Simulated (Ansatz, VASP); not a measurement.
**One calculation of Si, two programs**

File INCAR:

```
PREC = Accurate ; ENCUT = 520
EDIFF = 1E-6 ; ISMEAR = 0
SIGMA = 0.1 ; LREAL = False
LASPH = True ; NELM = 100
ALGO = Normal ; ISIF = 2
LWAVE = False ; LCHARG = False
LDIPOL = True ; IDIPOL = 3
DIPOL = 0.5 0.5 0.500 ; GGA = PE
NBANDS = 11
```

KPOINTS

```
regular mesh
0
Gamma
  15 15 1
```

The input POSCAR:

```
Si
1.0
    3.6260000000      0.0000000000      0.0000000000
   -1.8130000000      3.1402081141      0.0000000000
    0.0000000000      0.0000000000     28.0000000000
Si
2
Direct
    0.3333333333      0.6666666667      0.5076607143
    0.6666666667      0.3333333333      0.4923392857
```

Input for Ansatz:

```yaml
crystal:
  lattice:
    - [3.626, 0.0, 0.0]
    - [-1.813, 3.1402081141, 0.0]
    - [0.0, 0.0, 28.0]
  atoms:
    - { symbol: Si, position: [0.3333333333, 0.6666666667, 0.5076607143] }
    - { symbol: Si, position: [0.6666666667, 0.3333333333, 0.4923392857] }
  periodic: [true, true, false]
basis:
  ecutwfc: 420
kpoints:
  mp_grid: { grid: [15, 15, 1] }
hamiltonian:
  xc: pbe
  pseudopotentials: { kind: paw, azcp: { folder: soft_1 } }
scf:
  occupations: { method: gaussian, width: 0.1 }
output:
  forces: true
  stress: true
  eigenvalues: true
  write_density: true
  write_potential: true
  elf: true
  volumetric_format: npy
```

Alike in both runs: task single point; functional PBE; k mesh 15 × 15 × 1; occupations gaussian, width 0.1 eV; no spin polarisation.

|  | VASP | Ansatz |
| --- | --- | --- |
| version | VASP 6.6.1 | Ansatz 0.2.0 |
| potentials or method | VASP PAW PBE potentials, release 64 (Si), cutoff 520 eV | scalar-relativistic, plane waves, PAW |
| valence electrons in the cell | 8 | 8 |

|  | VASP | Ansatz | Ansatz less VASP |
| --- | --- | --- | --- |
| gap on the k mesh at the Fermi level (eV) | none | none | - |
| rms of the force components (eV/Å) | 0.455 | 0.461 | +0.0054 |

Atom by atom the forces differ by 0.005 eV/Å (rms over components). A gap of «none» marks a metal or a gap that the smearing closes.
